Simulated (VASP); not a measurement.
# Tb5C (P-62m) in VASP: further runs

The runs below take Tb5C through single point, with PBE.

Everything below comes from runs of VASP 6.6.1. Logs are shortened: lines on timing, memory, paths and dates and some standing lists are left out, and cuts for length are marked.

**1. The cell of the first run**

The structure is hexagonal, space group P-62m (No. 189). Conventional cell: a = 6.055 Å, b = 6.055 Å, c = 5.445 Å, α = 90.00°, β = 90.00°, γ = 120.00°. Tb (site symmetry m2m) has 10 Tb at 3.39 to 3.51 Å and 2 C at 3.39 Å within 4.5 Å. Within 4.5 Å of Tb (site symmetry -6) lie 9 Tb at 3.39 to 3.50 Å and 3 C at 3.50 Å. C (site symmetry -62m) has 12 Tb at 3.39 to 3.50 Å within 4.5 Å.

The cell was built from a structure type or drawn by symmetry, and may not be a known phase.

**2. Single point, PBE**

The input, INCAR:

```
ALGO = Normal
EDIFF = 1E-6
ENCUT = 600
GGA = PE
GGA_COMPAT = F
ISIF = 2
ISMEAR = 0
LASPH = T
LCHARG = F
LMAXMIX = 6
LREAL = F
LWAVE = F
NBANDS = 34
NELM = 200
PREC = Accurate
SIGMA = 0.1
```

The input, KPOINTS:

```
k-points
0
Gamma
  3 3 4
```

The input, POSCAR:

```
Tb5C
1.0
    6.0551393700      0.0000000000      0.0000000000
   -3.0275696900      5.2439045200      0.0000000000
    0.0000000000      0.0000000000      5.4447765700
Tb C
5 1
Direct
    0.0000000000      0.3345335700      0.0000000000
    0.6654664300      0.6654664300      0.0000000000
    0.3345335700      0.0000000000      0.0000000000
    0.6666666700      0.3333333300      0.5000000000
    0.3333333300      0.6666666700      0.5000000000
    0.0000000000      0.0000000000      0.5000000000
```

Potentials or basis: VASP PAW PBE potentials, release 64 (Tb_3, C), 4f in core.

The run is started by

```sh
cat potpaw_PBE.64/Tb_3/POTCAR potpaw_PBE.64/C/POTCAR > POTCAR
mpirun -np 1 vasp_std > vasp.out
```

OUTCAR:

```text
EDIFF = 1E-6
   ENCUT = 600
   GGA = PE
   ISIF = 2
   ISMEAR = 0
   LASPH = T
   LREAL = F
   NELM = 200
   PREC = Accurate

 ion  position               nearest neighbor table
   1  0.000  0.335  0.000-   4 3.39   4 3.39   5 3.39   5 3.39   3 3.49   2 3.49   3 3.49   2 3.49
                             2 3.51   3 3.51
   2  0.665  0.665  0.000-   5 3.39   5 3.39   4 3.39   4 3.39   1 3.49   3 3.49   1 3.49   3 3.49
                             3 3.51   1 3.51
   3  0.335  0.000  0.000-   5 3.39   5 3.39   4 3.39   4 3.39   1 3.49   1 3.49   2 3.49   2 3.49
                             2 3.51   1 3.51
   4  0.667  0.333  0.500-   1 3.39   1 3.39   3 3.39   3 3.39   2 3.39   2 3.39   5 3.50   5 3.50
                             5 3.50
   5  0.333  0.667  0.500-   3 3.39   3 3.39   1 3.39   1 3.39   2 3.39   2 3.39   4 3.50   4 3.50
                             4 3.50
   6  0.000  0.000  0.500-

  LATTYP: Found a hexagonal cell.
 ALAT       =     6.0551393700
 C/A-ratio  =     0.8991992153

  Lattice vectors:

 A1 = (   6.0551393700,   0.0000000000,   0.0000000000)
 A2 = (  -3.0275696900,   5.2439045200,   0.0000000000)
 A3 = (   0.0000000000,   0.0000000000,   5.4447765700)

Analysis of symmetry for initial positions (statically):
=====================================================================
 Subroutine PRICEL returns:
 Original cell was already a primitive cell.

 Routine SETGRP: Setting up the symmetry group for a
 hexagonal supercell.

 Subroutine GETGRP returns: Found 12 space group operations
 (whereof 12 operations were pure point group operations)
 out of a pool of 24 trial point group operations.

The static configuration has the point symmetry D_3h.

Analysis of symmetry for dynamics (positions and initial velocities):
=====================================================================
 Subroutine PRICEL returns:
 Original cell was already a primitive cell.

 Routine SETGRP: Setting up the symmetry group for a
 hexagonal supercell.

 Subroutine GETGRP returns: Found 12 space group operations
 (whereof 12 operations were pure point group operations)
 out of a pool of 24 trial point group operations.

The dynamic configuration has the point symmetry D_3h.

 Subroutine INISYM returns: Found 12 space group operations
 (whereof 12 operations are pure point group operations),
 and found     1 'primitive' translations

[... 87 lines left out ...]
   LREAL  =      F    real-space projection
   EDIFFG = 0.1E-04   stopping-criterion for IOM
   NSW    =      0    number of steps for IOM
   IBRION =     -1    ionic relax: 0-MD 1-quasi-New 2-CG
   NFREE  =      0    steps in history (QN), initial steepest desc. (CG)
   ISIF   =      2    stress and relaxation
   ISYM   =      2    0-nonsym 1-usesym 2-fastsym
   POTIM  = 0.5000    time-step for ionic-motion
   TEBEG  =    0.0;   TEEND  =   0.0 temperature during run
   PSTRESS=    0.0 pullay stress
   NELECT =      49.0000    total number of electrons
   NUPDOWN=      -1.0000    fix difference up-down
   EMIN   =  10.00;   EMAX   =-10.00  energy-range for DOS
   EFERMI =   0.00;   METHOD = LEGACY
   ISMEAR =     0;   SIGMA  =   0.10  broadening in eV -4-tet -1-fermi 0-gaus
   EFERMI_NEDOS =   21; number of points for ismear=-14 and -15
   IALGO  =     38    algorithm
   IMIX   =      4    mixing-type and parameters
     AMIX     =   0.40;   BMIX     =  1.00
     AMIX_MAG =   1.60;   BMIX_MAG =  1.00
  volume/ion in A,a.u.               =      28.81       194.45
  Fermi-wavevector in a.u.,A,eV,Ry     =   1.075360  2.032136 15.733764  1.156399
  Thomas-Fermi vector in A             =   2.211214
   LORBIT       =      0    0 simple, 1 ext, 2 COOP (PROOUT), +10 PAW based schemes
   GGA     = PE    functional components
   LHFCALC =     F    Hartree Fock is set to
   AEXX    =    0.0000 exact exchange contribution
   IVDW    =     0    specifies the selected vdW correction
   LEPSILON=     F    determine dielectric tensor
   LRPA    =     F    only Hartree local field effects (RPA)
 non-spin polarized calculation
 Gauss-broadening in eV      SIGMA  =   0.10
  energy-cutoff  :      600.00
  volume of cell :      172.89
 maximum number of plane-waves:      5790
   NGX = 25   NGY = 25   NGZ = 21

 number of electron      49.0000000 magnetization

 Free energy of the ion-electron system (eV)
  ---------------------------------------------------
  ext. energy  EPLUGINS =         0.00000000
  ---------------------------------------------------
  free energy    TOTEN  =       -26.90064497 eV

  energy without entropy =      -26.84432202  energy(sigma->0) =      -26.87248350

 E-fermi :   3.0224     XC(G=0):  -9.8073

 val. band max:        3.0104090816   @ k =   0.3333   0.0000   0.2500
 cond. band min:       3.0392409848   @ k =   0.3333   0.0000   0.0000
 fundamental gap:      0.0288319033
 Fermi energy:         3.0224428254

 k-point     1 :       0.0000    0.0000    0.0000
  band No.  band energies     occupation
      1     -20.0639      2.00000
      2     -19.8822      2.00000
      3     -19.8822      2.00000
      4     -19.6891      2.00000
      5     -19.6488      2.00000
      6     -19.6201      2.00000
[... 322 lines left out ...]
     33       4.8503      0.00000
     34       5.9258      0.00000

------------------------ aborting loop because EDIFF is reached ----------------------------------------

  FORCE on cell =-STRESS in cart. coord.  units (eV):
  Direction    XX          YY          ZZ          XY          YZ          ZX
  --------------------------------------------------------------------------------------
  -------------------------------------------------------------------------------------
  Total       -3.5599323     -3.5599323     -2.3815935      0.0000000      0.0000000      0.0000000
  in kB      -32.9908372    -32.9908372    -22.0708592      0.0000000      0.0000000      0.0000000
  external PRESSURE =     -29.3508445 kB  Pullay stress =       0.0000000 kB

 VOLUME and BASIS-vectors are now :
 -----------------------------------------------------------------------------
  energy-cutoff  :      600.00
  volume of cell :      172.89
      direct lattice vectors                 reciprocal lattice vectors
     6.055139370  0.000000000  0.000000000     0.165148965  0.095348800  0.000000000
    -3.027569690  5.243904520  0.000000000     0.000000000  0.190697599  0.000000000
     0.000000000  0.000000000  5.444776570     0.000000000  0.000000000  0.183662266

 POSITION                                       TOTAL-FORCE (eV/Angst)
 -----------------------------------------------------------------------------------
     -1.01282      1.75426      0.00000         0.698410     -1.209682     -0.000000
      2.01475      3.48964      0.00000         0.698410      1.209682     -0.000000
      2.02565      0.00000      0.00000        -1.396821     -0.000000      0.000000
      3.02757      1.74797      2.72239         0.000000      0.000000      0.000000
     -0.00000      3.49594      2.72239         0.000000      0.000000      0.000000
      0.00000      0.00000      2.72239         0.000000      0.000000      0.000000
 -----------------------------------------------------------------------------------
    total drift:                                0.000000      0.000000     -0.000000

  FREE ENERGIE OF THE ION-ELECTRON SYSTEM (eV)
  ---------------------------------------------------
  free  energy   TOTEN  =       -26.9006449742 eV

  energy  without entropy=      -26.8443220200  energy(sigma->0) =      -26.87248350
```

OSZICAR:

```text
N       E                     dE             d eps       ncg     rms          rms(c)
DAV:   1     0.229004802921E+03    0.22900E+03   -0.23679E+04   612   0.141E+03
DAV:   2    -0.795563595678E+01   -0.23696E+03   -0.23024E+03   616   0.385E+02
DAV:   3    -0.262812207097E+02   -0.18326E+02   -0.16499E+02   864   0.583E+01
DAV:   4    -0.273858151799E+02   -0.11046E+01   -0.10383E+01   776   0.978E+00
DAV:   5    -0.274338277271E+02   -0.48013E-01   -0.47788E-01   816   0.225E+00    0.352E+01
DAV:   6    -0.273387767374E+02    0.95051E-01   -0.62032E+00   864   0.667E+00    0.234E+01
DAV:   7    -0.277175867520E+02   -0.37881E+00   -0.79250E+00   886   0.640E+00    0.926E+00
DAV:   8    -0.268977276331E+02    0.81986E+00   -0.54190E+00   878   0.498E+00    0.249E+00
DAV:   9    -0.269062489112E+02   -0.85213E-02   -0.27207E-01   688   0.214E+00    0.131E+00
DAV:  10    -0.269018866080E+02    0.43623E-02   -0.73361E-02   810   0.963E-01    0.441E-01
DAV:  11    -0.269008832817E+02    0.10033E-02   -0.13458E-02   860   0.432E-01    0.238E-01
DAV:  12    -0.269006374665E+02    0.24582E-03   -0.13262E-03   812   0.140E-01    0.350E-02
DAV:  13    -0.269006446871E+02   -0.72206E-05   -0.98951E-05   748   0.427E-02    0.270E-02
DAV:  14    -0.269006450114E+02   -0.32435E-06   -0.12708E-05   782   0.190E-02    0.134E-02
DAV:  15    -0.269006449742E+02    0.37196E-07   -0.77511E-06   750   0.817E-03
   1 F= -.26900645E+02 E0= -.26872483E+02  d E =-.563230E-01
```

stdout:

```text
POSCAR found type information on POSCAR TbC
 POSCAR found :  2 types and       6 ions
 scaLAPACK will be used
 LDA part: xc-table for (Slater+PW92), standard interpolation
 POSCAR, INCAR and KPOINTS ok, starting setup
 FFT: planning ... GRIDC
 FFT: planning ... GRID_SOFT
 FFT: planning ... GRID
 WAVECAR not read
 entering main loop
```

Wall time 50 s (1 thread of Intel Xeon 6975P-C (Granite Rapids), shared host); peak memory 0.33 GiB.

What came out:

* Free energy: -26.9006 eV
* Pressure: -2.9 GPa
* Largest force: 1.397 eV/Å
* Band gap on the k mesh: zero (an odd number of electrons rules out a gap without spin polarisation)

Forces on the atoms (eV/Å):
```
Tb   0.698 -1.210  0.000
Tb   0.698  1.210  0.000
Tb  -1.397  0.000  0.000
Tb   0.000  0.000  0.000
Tb   0.000  0.000  0.000
C    0.000  0.000  0.000
```

Caveat: the k points lie up to 0.40 Å⁻¹ apart, too coarse for converged energies and pressures of a metal; spin-orbit coupling is left out, which moves the levels of the heavy elements; the 4f electrons are frozen in the core, so they carry no moment and show no levels; forces of over 1 eV/Å act on the atoms, so gaps and moduli don't describe the material at rest.

**3. Single point, PBE**

This run uses another cell than the first one, of 28.94 Å³/atom.

The input, INCAR:

```
PREC     = Accurate       # precision mode
ENCUT    = 600            # plane-wave cutoff, eV
EDIFF    = 1E-6           # SCF threshold, eV
ISMEAR   = 0              # smearing method
SIGMA    = 0.1            # smearing width, eV
LREAL    = F              # projectors in reciprocal space
LASPH    = T              # aspherical terms in the spheres
NELM     = 200            # most SCF steps
ALGO     = Normal         # electronic algorithm
ISIF     = 2              # what is computed and relaxed
LWAVE    = F              # write WAVECAR
LCHARG   = T              # write CHGCAR
GGA      = PE             # functional
LELF     = T              # ELF
LVHAR    = T            
NBANDS   = 34             # bands
GGA_COMPAT= F            
LMAXMIX  = 6              # l up to which the mixer works
```

The input, KPOINTS:

```
regular mesh
0
Gamma
  3 3 4
```

The input, POSCAR:

```
Tb5C
1.0
    7.4418241160      0.0000000035      0.0000000000
   -3.7209120611      6.4448087332      0.0000000000
    0.0000000000      0.0000000000      3.6206068606
Tb C
5 1
Direct
    0.0000000000      0.2428151980      0.0000000000
    0.7571848020      0.7571848020      0.0000000000
    0.2428151980      0.0000000000      0.0000000000
    0.6666666667      0.3333333333      0.5000000000
    0.3333333333      0.6666666667      0.5000000000
    0.0000000000      0.0000000000      0.5000000000
```

Potentials or basis: VASP PAW PBE potentials, release 64 (Tb_3, C), 4f in core.

The run is started by

```sh
cat potpaw_PBE.64/Tb_3/POTCAR potpaw_PBE.64/C/POTCAR > POTCAR
mpirun -np 1 vasp_std > vasp.out
```

OUTCAR:

```text
PREC = Accurate
   ENCUT = 600
   EDIFF = 1E-6
   ISMEAR = 0
   LREAL = F
   LASPH = T
   NELM = 200
   ISIF = 2
   GGA = PE

 ion  position               nearest neighbor table
   1  0.000  0.243  0.000-   6 2.56   6 2.56   2 3.13   3 3.13   4 3.40   4 3.40   5 3.40   5 3.40

   2  0.757  0.757  0.000-   6 2.56   6 2.56   3 3.13   1 3.13   5 3.40   5 3.40   4 3.40   4 3.40

   3  0.243  0.000  0.000-   6 2.56   6 2.56   2 3.13   1 3.13   5 3.40   5 3.40   4 3.40   4 3.40

   4  0.667  0.333  0.500-   1 3.40   1 3.40   3 3.40   3 3.40   2 3.40   2 3.40
   5  0.333  0.667  0.500-   3 3.40   3 3.40   1 3.40   1 3.40   2 3.40   2 3.40
[... 525 lines left out ...]
  Total        0.2329852      0.2329852      0.3951624     -0.0000000      0.0000000      0.0000000
  in kB        2.1496520      2.1496520      3.6459895     -0.0000000      0.0000000      0.0000000
  external PRESSURE =       2.6484312 kB  Pullay stress =       0.0000000 kB

 VOLUME and BASIS-vectors are now :
 -----------------------------------------------------------------------------
  energy-cutoff  :      600.00
  volume of cell :      173.65
      direct lattice vectors                 reciprocal lattice vectors
     7.441824116  0.000000003  0.000000000     0.134375656  0.077581821  0.000000000
    -3.720912061  6.444808733  0.000000000    -0.000000000  0.155163643  0.000000000
     0.000000000  0.000000000  3.620606861     0.000000000  0.000000000  0.276196792

 POSITION                                       TOTAL-FORCE (eV/Angst)
 -----------------------------------------------------------------------------------
     -0.90349      1.56490      0.00000        -0.004099      0.007099     -0.000000
      2.81742      4.87991      0.00000        -0.004099     -0.007099      0.000000
      1.80699      0.00000      0.00000         0.008197      0.000000      0.000000
      3.72091      2.14827      1.81030        -0.000000     -0.000000     -0.000000
     -0.00000      4.29654      1.81030        -0.000000     -0.000000     -0.000000
      0.00000      0.00000      1.81030        -0.000000     -0.000000     -0.000000
 -----------------------------------------------------------------------------------
    total drift:                               -0.000000     -0.000000      0.000000

  FREE ENERGIE OF THE ION-ELECTRON SYSTEM (eV)
  ---------------------------------------------------
  free  energy   TOTEN  =       -29.4874171578 eV

  energy  without entropy=      -29.4364748987  energy(sigma->0) =      -29.46194603
```

Wall time 44 s (1 thread of Intel Xeon 6975P-C (Granite Rapids), shared host); peak memory 0.33 GiB.

What came out:

```
Free energy            : -29.4874 eV
Pressure               : 0.3 GPa
Largest force          : 0.008 eV/Å
Band gap on the k mesh : zero (an odd number of electrons rules out a gap without spin polarisation)
```

Forces in eV/Å, atoms in the order of the input:
```
Tb  -0.004  0.007  0.000
Tb  -0.004 -0.007  0.000
Tb   0.008  0.000  0.000
Tb   0.000  0.000  0.000
Tb   0.000  0.000  0.000
C    0.000  0.000  0.000
```

Caveat: the k points lie up to 0.43 Å⁻¹ apart, too coarse for converged energies and pressures of a metal; spin-orbit coupling is left out, which moves the levels of the heavy elements; the 4f electrons are frozen in the core, so they carry no moment and show no levels. Spin polarisation is off, so any magnetic state and its effect on volume and gap are missing.

**4. Single point, PBE**

This run uses another cell than the first one, of 29.32 Å³/atom.

The input, INCAR:

```
PREC = Accurate ; ENCUT = 600
EDIFF = 1E-6 ; ISMEAR = 0
SIGMA = 0.1 ; LREAL = False
LASPH = True ; NELM = 200
ALGO = Normal ; ISIF = 2
LWAVE = False ; LCHARG = True
GGA = PE ; LELF = True
LVHAR = True ; NBANDS = 34
GGA_COMPAT = False ; LMAXMIX = 6
```

The input, KPOINTS:

```
Automatic mesh
0
Gamma
  3 3 6
```

The input, POSCAR:

```
Tb5C
1.0
    7.6154772608      0.0000000000      0.0000000000
   -3.8077386304      6.5951967698      0.0000000000
    0.0000000000      0.0000000000      3.5030356316
Tb C
5 1
Direct
    0.0000000000      0.2388950299      0.0000000000
    0.7611049701      0.7611049701      0.0000000000
    0.2388950299      0.0000000000      0.0000000000
    0.6666666667      0.3333333333      0.5000000000
    0.3333333333      0.6666666667      0.5000000000
    0.0000000000      0.0000000000      0.5000000000
```

The run is started by

```sh
cat potpaw_PBE.64/Tb_3/POTCAR potpaw_PBE.64/C/POTCAR > POTCAR
mpirun -np 1 vasp_std > vasp.out
```

Wall time 61 s (1 thread of Intel Xeon 6975P-C (Granite Rapids), shared host); peak memory 0.36 GiB.

The run converged. Its results:

```
Free energy            : -29.6196 eV
Pressure               : 0.3 GPa
Largest force          : 0.018 eV/Å
Band gap on the k mesh : zero (an odd number of electrons rules out a gap without spin polarisation)
```

Forces in eV/Å, atoms in the order of the input:
```
Tb  -0.009  0.016  0.000
Tb  -0.009 -0.016  0.000
Tb   0.018  0.000  0.000
Tb   0.000  0.000  0.000
Tb   0.000  0.000  0.000
C    0.000  0.000  0.000
```

Stress tensor (GPa, compression positive):
```
0.22 0.00 0.00
0.00 0.22 0.00
0.00 0.00 0.44
```

Levels at points of the mesh, in eV from the Fermi level:
```tsv
k point	band 21	band 22	band 23	band 24	band 25	band 26	band 27	band 28
(0.00, 0.00, 0.00)	-1.84	-1.05	-0.88	-0.88	0.44	0.44	0.96	1.02
(0.00, 0.00, 0.50)	-0.91	-0.91	-0.51	-0.15	-0.15	-0.03	-0.03	0.37
```

Caveat: spin-orbit coupling is left out, which moves the levels of the heavy elements; the 4f electrons are frozen in the core, so they carry no moment and show no levels.

**5. Overview**

| cell | k mesh | gap on the mesh (eV) | pressure (GPa) | largest force (eV/Å) |
| --- | --- | --- | --- | --- |
| a = 6.055, b = 6.055, c = 5.445 Å, angles 90.0, 90.0, 120.0°, 6 atoms, atomic positions A | 3 × 3 × 4 | none | -2.9 | 1.40 |
| a = 7.442, b = 7.442, c = 3.621 Å, angles 90.0, 90.0, 120.0°, 6 atoms, atomic positions B | 3 × 3 × 4 | none | 0.3 | 0.01 |
| a = 7.615, b = 7.615, c = 3.503 Å, angles 90.0, 90.0, 120.0°, 6 atoms, atomic positions C | 3 × 3 × 6 | none | 0.3 | 0.02 |

Alike in all rows: task single point; level PBE; potentials or basis VASP PAW PBE potentials, release 64 (Tb_3, C), 4f in core; no spin polarisation; cutoff (eV) 600; smearing gaussian 0.1 eV.

Caveats: some runs use coarse meshes; spin-orbit coupling is left out, which moves the levels of the heavy elements; the 4f electrons are frozen in the core, so they carry no moment and show no levels; forces of over 1 eV/Å act on the atoms, so gaps and moduli don't describe the material at rest (at least some runs).

Absolute energies hang on the potentials; compare differences alone.
